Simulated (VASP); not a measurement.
# VSi (CsCl type) (Pm-3m) in VASP: notebook

The runs below take VSi (CsCl type) through single point, relaxation of cell and atoms, with LDA.

Everything below comes from runs of VASP 6.6.1. Logs are shortened: lines on timing, memory, paths and dates and some standing lists are left out, and cuts for length are marked.

## Step 1: The cell of the first run

It takes space group Pm-3m (No. 221, cubic). The conventional cell has a = 2.682 Å, b = 2.682 Å, c = 2.682 Å, α = 90.00°, β = 90.00°, γ = 90.00°. Within 3.1 Å of V (site symmetry m-3m) lie 8 Si at 2.32 Å and 6 V at 2.68 Å. Si (site symmetry m-3m) has 8 V at 2.32 Å and 6 Si at 2.68 Å within 3.1 Å.

## Step 2: Single point, LDA

File INCAR:

```
SYSTEM = VSi
PREC = Accurate
ENCUT = 520
EDIFF = 1E-6
ISMEAR = -1
SIGMA = 0.1
LREAL = .FALSE.
LASPH = .TRUE.
NELM = 80
ALGO = Normal
ISIF = 2
LWAVE = .FALSE.
LCHARG = .FALSE.
NBANDS = 16
```

File KPOINTS:

```
Automatic mesh
0
G
  15 15 15
  0 0 0
```

File POSCAR:

```
VSi
1.0
    2.6817131212      0.0000000000      0.0000000000
    0.0000000000      2.6817131212      0.0000000000
    0.0000000000      0.0000000000      2.6817131212
V Si
1 1
Direct
    0.0000000000      0.0000000000      0.0000000000
    0.5000000000      0.5000000000      0.5000000000
```

Potentials or basis: VASP PAW LDA potentials, release 64 (V_sv, Si).

Started as:

```
$ cat potpaw_LDA.64/V_sv/POTCAR potpaw_LDA.64/Si/POTCAR > POTCAR
$ mpirun -np 1 vasp_std > vasp.out
```

OUTCAR:

```text
SYSTEM = VSi
   PREC = Accurate
   ENCUT = 520
   EDIFF = 1E-6
   ISMEAR = -1
   LREAL = .FALSE.
   LASPH = .TRUE.
   NELM = 80
   ISIF = 2

 ion  position               nearest neighbor table
   1  0.000  0.000  0.000-   2 2.32   2 2.32   2 2.32   2 2.32   2 2.32   2 2.32   2 2.32   2 2.32

   2  0.500  0.500  0.500-   1 2.32   1 2.32   1 2.32   1 2.32   1 2.32   1 2.32   1 2.32   1 2.32

  LATTYP: Found a simple cubic cell.
 ALAT       =     2.6817131212

  Lattice vectors:

 A1 = (   2.6817131212,   0.0000000000,   0.0000000000)
 A2 = (   0.0000000000,   2.6817131212,   0.0000000000)
 A3 = (   0.0000000000,   0.0000000000,   2.6817131212)

Analysis of symmetry for initial positions (statically):
=====================================================================
 Subroutine PRICEL returns:
 Original cell was already a primitive cell.

 Routine SETGRP: Setting up the symmetry group for a
 simple cubic supercell.

 Subroutine GETGRP returns: Found 48 space group operations
[... 9 lines left out ...]

 Routine SETGRP: Setting up the symmetry group for a
 simple cubic supercell.

 Subroutine GETGRP returns: Found 48 space group operations
[... 11 lines left out ...]
                                     Primitive cell

  volume of cell :      19.2858

  direct lattice vectors                    reciprocal lattice vectors
     2.681713121  0.000000000  0.000000000     0.372895964  0.000000000  0.000000000
     0.000000000  2.681713121  0.000000000     0.000000000  0.372895964  0.000000000
     0.000000000  0.000000000  2.681713121     0.000000000  0.000000000  0.372895964

  length of vectors
     2.681713121  2.681713121  2.681713121     0.372895964  0.372895964  0.372895964

  position of ions in fractional coordinates (direct lattice)
     0.000000000  0.000000000  0.000000000
     0.500000000  0.500000000  0.500000000

  ion indices of the primitive-cell ions
   primitive index   ion index
                 1           1
                 2           2

----------------------------------------------------------------------------------------

 KPOINTS: Automatic mesh

Automatic generation of k-mesh.
 Grid dimensions read from file:
 generate k-points for:   15   15   15

 Generating k-lattice:

  Cartesian coordinates                     Fractional coordinates (reciprocal lattice)
     0.024859731  0.000000000  0.000000000     0.066666667  0.000000000  0.000000000
     0.000000000  0.024859731  0.000000000     0.000000000  0.066666667  0.000000000
     0.000000000  0.000000000  0.024859731     0.000000000  0.000000000  0.066666667

  Length of vectors
     0.024859731  0.024859731  0.024859731

  Shift w.r.t. Gamma in fractional coordinates (k-lattice)
     0.000000000  0.000000000  0.000000000

 Subroutine IBZKPT returns following result:
 ===========================================

 Found    120 irreducible k-points:

 Following reciprocal coordinates:
            Coordinates               Weight
  0.000000  0.000000  0.000000      1.000000
  0.066667  0.000000  0.000000      6.000000
  0.133333  0.000000  0.000000      6.000000
  0.200000  0.000000  0.000000      6.000000
  0.266667  0.000000  0.000000      6.000000
  0.333333  0.000000  0.000000      6.000000
[... 16 lines left out ...]
  0.266667  0.200000  0.000000     24.000000
  0.333333  0.200000  0.000000     24.000000
 [... further k-points ...]
   k-points           NKPTS =    120   k-points in BZ     NKDIM =    120   number of bands    NBANDS=     16
   number of dos      NEDOS =    301   number of ions     NIONS =      2
   total plane-waves  NPLWV =   8000
   dimension x,y,z NGX =    20 NGY =   20 NGZ =   20
   dimension x,y,z NGXF=    40 NGYF=   40 NGZF=   40
   ions per type =               1   1
   NGX,Y,Z   is equivalent  to a cutoff of  12.40, 12.40, 12.40 a.u.
   NGXF,Y,Z  is equivalent  to a cutoff of  24.80, 24.80, 24.80 a.u.
 SYSTEM =  VSi
   PREC   = accura    normal or accurate (medium, high low for compatibility)
   ISTART =      0    job   : 0-new  1-cont  2-samecut
   ICHARG =      2    charge: 1-file 2-atom 10-const
   ISPIN  =      1    spin polarized calculation?
   LNONCOLLINEAR =      F non collinear calculations
   LSORBIT =      F    spin-orbit coupling
   LASPH  =      T    aspherical Exc in radial PAW
   ENCUT  =  520.0 eV  38.22 Ry    6.18 a.u.   4.99  4.99  4.99*2*pi/ulx,y,z
   NELM   =     80;   NELMIN=  2; NELMDL= -5     # of ELM steps
   EDIFF  = 0.1E-05   stopping-criterion for ELM
   LREAL  =      F    real-space projection
   EDIFFG = 0.1E-04   stopping-criterion for IOM
   NSW    =      0    number of steps for IOM
   IBRION =     -1    ionic relax: 0-MD 1-quasi-New 2-CG
   NFREE  =      0    steps in history (QN), initial steepest desc. (CG)
   ISIF   =      2    stress and relaxation
   ISYM   =      2    0-nonsym 1-usesym 2-fastsym
   POTIM  = 0.5000    time-step for ionic-motion
   TEBEG  =    0.0;   TEEND  =   0.0 temperature during run
   PSTRESS=    0.0 pullay stress
   NELECT =      17.0000    total number of electrons
   NUPDOWN=      -1.0000    fix difference up-down
   EMIN   =  10.00;   EMAX   =-10.00  energy-range for DOS
   EFERMI =   0.00;   METHOD = LEGACY
   ISMEAR =    -1;   SIGMA  =   0.10  broadening in eV -4-tet -1-fermi 0-gaus
   EFERMI_NEDOS =   21; number of points for ismear=-14 and -15
   IALGO  =     38    algorithm
   IMIX   =      4    mixing-type and parameters
     AMIX     =   0.40;   BMIX     =  1.00
     AMIX_MAG =   1.60;   BMIX_MAG =  1.00
  volume/ion in A,a.u.               =       9.64        65.07
  Fermi-wavevector in a.u.,A,eV,Ry     =   1.569684  2.966272 33.523490  2.463907
  Thomas-Fermi vector in A             =   2.671529
   LORBIT       =      0    0 simple, 1 ext, 2 COOP (PROOUT), +10 PAW based schemes
   GGA     = CA    functional components
   LHFCALC =     F    Hartree Fock is set to
   AEXX    =    0.0000 exact exchange contribution
   IVDW    =     0    specifies the selected vdW correction
   LEPSILON=     F    determine dielectric tensor
   LRPA    =     F    only Hartree local field effects (RPA)
 non-spin polarized calculation
  energy-cutoff  :      520.00
  volume of cell :       19.29
 maximum number of plane-waves:       535
 NGX is ok and might be reduce to    20
   NGX =  9   NGY =  9   NGZ =  9

 number of electron      16.9999988 magnetization

 Free energy of the ion-electron system (eV)
  ---------------------------------------------------
  ext. energy  EPLUGINS =         0.00000000
  ---------------------------------------------------
  free energy    TOTEN  =       -15.18774798 eV

  energy without entropy =      -15.12812547  energy(sigma->0) =      -15.15793672

 E-fermi :  15.2548     XC(G=0): -14.0705

 val. band max:       15.2516263189   @ k =   0.4667   0.4667   0.0000
 cond. band min:      15.2722332120   @ k =   0.4667   0.2667   0.1333
 fundamental gap:      0.0206068931
 Fermi energy:        15.2548219014

 k-point     1 :       0.0000    0.0000    0.0000
  band No.  band energies     occupation
      1     -47.3446      2.00000
      2     -21.4841      2.00000
      3     -21.4841      2.00000
      4     -21.4841      2.00000
      5       1.3962      2.00000
      6      11.7989      2.00000
[... 8 lines left out ...]
     15      25.9148      0.00000
     16      32.9780      0.00000

 k-point     2 :       0.0667    0.0000    0.0000
  band No.  band energies     occupation
      1     -47.3412      2.00000
      2     -21.5128      2.00000
      3     -21.4816      2.00000
      4     -21.4816      2.00000
      5       1.5003      2.00000
      6      11.7566      2.00000
[... 8 lines left out ...]
     15      26.2594      0.00000
     16      33.2225      0.00000

 k-point     3 :       0.1333    0.0000    0.0000
  band No.  band energies     occupation
      1     -47.3318      2.00000
      2     -21.5933      2.00000
      3     -21.4743      2.00000
      4     -21.4743      2.00000
      5       1.8082      2.00000
      6      11.5801      2.00000
[... 8 lines left out ...]
     15      27.0270      0.00000
     16      33.9744      0.00000

 k-point     4 :       0.2000    0.0000    0.0000
  band No.  band energies     occupation
      1     -47.3178      2.00000
      2     -21.7105      2.00000
      3     -21.4637      2.00000
      4     -21.4637      2.00000
      5       2.3067      2.00000
      6      11.1550      2.00000
[... 8 lines left out ...]
     15      27.8209      0.00000
     16      33.1979      0.00000

 k-point     5 :       0.2667    0.0000    0.0000
  band No.  band energies     occupation
      1     -47.3017      2.00000
      2     -21.8431      2.00000
      3     -21.4514      2.00000
      4     -21.4514      2.00000
      5       2.9765      2.00000
      6      10.4154      2.00000
[... 8 lines left out ...]
     15      28.4541      0.00000
     16      31.6640      0.00000

 k-point     6 :       0.3333    0.0000    0.0000
  band No.  band energies     occupation
      1     -47.2862      2.00000
      2     -21.9680      2.00000
      3     -21.4396      2.00000
      4     -21.4396      2.00000
      5       3.7927      2.00000
      6       9.4243      2.00000
[... 8 lines left out ...]
     15      28.8970      0.00000
     16      30.1879      0.00000

 k-point     7 :       0.4000    0.0000    0.0000
  band No.  band energies     occupation
      1     -47.2741      2.00000
      2     -22.0643      2.00000
      3     -21.4304      2.00000
      4     -21.4304      2.00000
      5       4.7193      2.00000
      6       8.3169      2.00000
[... 8 lines left out ...]
     15      28.7846      0.00000
     16      28.7846      0.00000

 k-point     8 :       0.4667    0.0000    0.0000
  band No.  band energies     occupation
      1     -47.2674      2.00000
      2     -22.1165      2.00000
      3     -21.4253      2.00000
      4     -21.4253      2.00000
      5       5.6400      2.00000
      6       7.2873      2.00000
[... 8 lines left out ...]
     15      27.4633      0.00000
     16      27.4633      0.00000

 k-point     9 :       0.0667    0.0667    0.0000
  band No.  band energies     occupation
      1     -47.3379      2.00000
      2     -21.5130      2.00000
      3     -21.5073      2.00000
      4     -21.4790      2.00000
      5       1.6035      2.00000
      6      11.7709      2.00000
[... 8 lines left out ...]
     15      26.3652      0.00000
     16      33.4545      0.00000
[... 172 lines left out ...]
 k-point    19 :       0.3333    0.1333    0.0000
  band No.  band energies     occupation
      1     -47.2740      2.00000
      2     -21.9511      2.00000
      3     -21.5407      2.00000
      4     -21.4299      2.00000
      5       4.0940      2.00000
      6       9.6450      2.00000
[... 8 lines left out ...]
     15      28.9892      0.00000
     16      30.1840      0.00000

 k-point    20 :       0.4000    0.1333    0.0000
  band No.  band energies     occupation
      1     -47.2620      2.00000
      2     -22.0459      2.00000
      3     -21.5300      2.00000
      4     -21.4206      2.00000
      5       4.9582      2.00000
      6       8.5844      2.00000
[... 8 lines left out ...]
     15      27.6402      0.00000
     16      28.9417      0.00000

 k-point    21 :       0.4667    0.1333    0.0000
  band No.  band energies     occupation
      1     -47.2555      2.00000
      2     -22.0973      2.00000
      3     -21.5241      2.00000
      4     -21.4156      2.00000
      5       5.7647      2.00000
      6       7.6644      2.00000
[... 8 lines left out ...]
     15      26.4436      0.00000
     16      27.9150      0.00000

 k-point    22 :       0.2000    0.2000    0.0000
  band No.  band energies     occupation
      1     -47.2916      2.00000
      2     -21.6980      2.00000
      3     -21.6674      2.00000
      4     -21.4433      2.00000
      5       3.1311      2.00000
      6      11.5875      2.00000
[... 8 lines left out ...]
     15      29.5087      0.00000
     16      30.6300      0.00000

 k-point    23 :       0.2667    0.2000    0.0000
  band No.  band energies     occupation
      1     -47.2759      2.00000
      2     -21.8128      2.00000
      3     -21.6643      2.00000
      4     -21.4310      2.00000
      5       3.7293      2.00000
      6      10.8451      2.00000
[... 8 lines left out ...]
     15      29.4436      0.00000
     16      30.6094      0.00000

 k-point    24 :       0.3333    0.2000    0.0000
  band No.  band energies     occupation
      1     -47.2608      2.00000
      2     -21.9328      2.00000
      3     -21.6493      2.00000
      4     -21.4192      2.00000
      5       4.4444      2.00000
      6       9.8881      2.00000
[... 8 lines left out ...]
     15      28.2426      0.00000
     16      30.2447      0.00000

 [... further k-points ...]
[... 5 lines left out ...]
  --------------------------------------------------------------------------------------
  -------------------------------------------------------------------------------------
  Total        9.6533440      9.6533440      9.6533440      0.0000000      0.0000000     -0.0000000
  in kB      801.9576154    801.9576154    801.9576154      0.0000000      0.0000000     -0.0000000
  external PRESSURE =     801.9576154 kB  Pullay stress =       0.0000000 kB

 VOLUME and BASIS-vectors are now :
 -----------------------------------------------------------------------------
  energy-cutoff  :      520.00
  volume of cell :       19.29
      direct lattice vectors                 reciprocal lattice vectors
     2.681713121  0.000000000  0.000000000     0.372895964  0.000000000  0.000000000
     0.000000000  2.681713121  0.000000000     0.000000000  0.372895964  0.000000000
     0.000000000  0.000000000  2.681713121     0.000000000  0.000000000  0.372895964

 POSITION                                       TOTAL-FORCE (eV/Angst)
 -----------------------------------------------------------------------------------
      0.00000      0.00000      0.00000         0.000000      0.000000      0.000000
      1.34086      1.34086      1.34086         0.000000      0.000000      0.000000
 -----------------------------------------------------------------------------------
    total drift:                               -0.000000      0.000000      0.000000

  FREE ENERGIE OF THE ION-ELECTRON SYSTEM (eV)
  ---------------------------------------------------
  free  energy   TOTEN  =       -15.1877479754 eV

  energy  without entropy=      -15.1281254657  energy(sigma->0) =      -15.15793672
```

Wall time 10 s (1 thread of Intel Xeon 6975P-C (Granite Rapids), shared host); peak memory 0.14 GiB.

What came out:

```
Free energy : -15.1877 eV
Pressure    : 80.2 GPa
```

Levels at points of the mesh, in eV from the Fermi level:
```
           k point  band 7  band 8  band 9  band 10  band 11  band 12
(0.00, 0.00, 0.00)   -3.46    1.97    1.97     1.97     4.49     4.49
```

## Step 3: Single point, LDA

File INCAR:

```
SYSTEM = VSi
  ALGO = Normal
  EDIFF = 1E-6
  ENCUT = 520
  GGA = CA
  ISIF = 2
  ISMEAR = -1
  LASPH = .TRUE.
  LCHARG = .FALSE.
  LREAL = .FALSE.
  LWAVE = .FALSE.
  NBANDS = 16
  NELM = 60
  PREC = Accurate
  SIGMA = 0.1
```

File KPOINTS:

```
k-points
0
G
  15 15 15
  0 0 0
```

File POSCAR:

```
VSi
1.0
    2.6818203305      0.0000000000      0.0000000000
    0.0000000000      2.6818203305      0.0000000000
    0.0000000000      0.0000000000      2.6818203305
V Si
1 1
Direct
    0.0000000000      0.0000000000      0.0000000000
    0.5000000000      0.5000000000      0.5000000000
```

Potentials or basis: VASP PAW LDA potentials, release 64 (V_sv, Si).

Started as:

```
$ cat potpaw_LDA.64/V_sv/POTCAR potpaw_LDA.64/Si/POTCAR > POTCAR
$ mpirun -np 1 vasp_std > vasp.out
```

OUTCAR:

```text
SYSTEM = VSi
   EDIFF = 1E-6
   ENCUT = 520
   GGA = CA
   ISIF = 2
   ISMEAR = -1
   LASPH = .TRUE.
   LREAL = .FALSE.
   NELM = 60
   PREC = Accurate

 ion  position               nearest neighbor table
   1  0.000  0.000  0.000-   2 2.32   2 2.32   2 2.32   2 2.32   2 2.32   2 2.32   2 2.32   2 2.32

   2  0.500  0.500  0.500-   1 2.32   1 2.32   1 2.32   1 2.32   1 2.32   1 2.32   1 2.32   1 2.32

  LATTYP: Found a simple cubic cell.
 ALAT       =     2.6818203305

  Lattice vectors:

[... 626 lines left out ...]
      3     -21.6514      2.00000
      4     -21.4215      2.00000
      5       4.4428      2.00000
      6       9.8865      2.00000
[... 8 lines left out ...]
     15      28.2392      0.00000
     16      30.2416      0.00000

 [... further k-points ...]
[... 5 lines left out ...]
  --------------------------------------------------------------------------------------
  -------------------------------------------------------------------------------------
  Total        9.6476037      9.6476037      9.6476037     -0.0000000     -0.0000000      0.0000000
  in kB      801.3846201    801.3846201    801.3846201     -0.0000000     -0.0000000      0.0000000
  external PRESSURE =     801.3846201 kB  Pullay stress =       0.0000000 kB

 VOLUME and BASIS-vectors are now :
 -----------------------------------------------------------------------------
  energy-cutoff  :      520.00
  volume of cell :       19.29
      direct lattice vectors                 reciprocal lattice vectors
     2.681820330  0.000000000  0.000000000     0.372881057  0.000000000  0.000000000
     0.000000000  2.681820330  0.000000000     0.000000000  0.372881057  0.000000000
     0.000000000  0.000000000  2.681820330     0.000000000  0.000000000  0.372881057

 POSITION                                       TOTAL-FORCE (eV/Angst)
 -----------------------------------------------------------------------------------
      0.00000      0.00000      0.00000         0.000000      0.000000      0.000000
      1.34091      1.34091      1.34091         0.000000      0.000000      0.000000
 -----------------------------------------------------------------------------------
    total drift:                                0.000000      0.000000      0.000000

  FREE ENERGIE OF THE ION-ELECTRON SYSTEM (eV)
  ---------------------------------------------------
  free  energy   TOTEN  =       -15.1889046743 eV

  energy  without entropy=      -15.1292768318  energy(sigma->0) =      -15.15909075
```

stdout:

```text
POSCAR found type information on POSCAR V Si
 POSCAR found :  2 types and       2 ions
 scaLAPACK will be used
 LDA part: xc-table for (Slater(with rela. corr.)+CA(PZ))
 , standard interpolation
 POSCAR, INCAR and KPOINTS ok, starting setup
 FFT: planning ... GRIDC
 FFT: planning ... GRID_SOFT
 FFT: planning ... GRID
 WAVECAR not read
 entering main loop
```

Wall time 10 s (1 thread of Intel Xeon 6975P-C (Granite Rapids), shared host); peak memory 0.14 GiB.

What came out:

```yaml
Free_energy: -15.1889 eV
Pressure: 80.1 GPa
```

(Continued in part 2 of 2.)
